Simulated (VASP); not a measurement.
Crystal: La3Si2F.

```
La Si F
1.0
     5.38646    0.00000    0.00000
     0.00000    5.38646    0.00000
     0.00000    0.00000    4.85512
La Si F
3 2 1
Cartesian
  0.0000 2.6932 2.4276
  2.6932 0.0000 2.4276
  2.6932 2.6932 2.4276
  0.0000 0.0000 1.1575
  0.0000 0.0000 3.6976
  2.6932 2.6932 0.0000
```

| Quantity | Value |
| --- | --- |
| Program | VASP 6.6.1 |
| Task | relaxation of cell and atoms |
| Functional | PBE |
| Potentials or basis | VASP PAW PBE potentials, release 64 (La, Si, F) |
| Cutoff | 600 eV |
| k mesh | 4 × 4 × 4 |
| Occupations | gaussian, width 0.1 eV |
| Spin | no spin polarisation |

At the start: pressure 15.2 GPa; volume 23.48 Å³/atom.

Question: Where does the relaxation end?

Answer: Over 10 steps the energy falls by 285.4 meV/atom and the volume is 29.08 Å³/atom (+23.9 %); space group P4/mmm (No. 123, to 0.05 Å).

Step by step:
```csv
step,energy change (eV),largest force (eV/Å),pressure (GPa),volume (Å³)
1,0.0000,0.5101,15.21,140.87
2,-1.5171,0.9888,-2.04,190.28
3,-1.6675,0.6337,0.08,173.10
4,-1.6681,0.6807,-0.27,174.87
5,-1.6685,0.6623,-0.13,174.15
6,-1.7014,0.3020,-0.02,173.94
7,-1.7110,0.0992,0.18,173.70
8,-1.7114,0.0180,0.14,173.75
9,-1.7114,0.0335,0.15,173.74
10,-1.7122,0.0120,0.02,174.48
```

Final structure:
```
La Si F
1.0
     6.00344    0.00000    0.00000
     0.00000    6.00344    0.00000
     0.00000    0.00000    4.84103
La Si F
3 2 1
Cartesian
  0.0000 3.0017 2.4205
  3.0017 0.0000 2.4205
  3.0017 3.0017 2.4205
  0.0000 0.0000 1.1935
  0.0000 0.0000 3.6475
  3.0017 3.0017 0.0000
```

Caveat: the volume moved by over 15 % at a fixed basis, so the end points are rough.
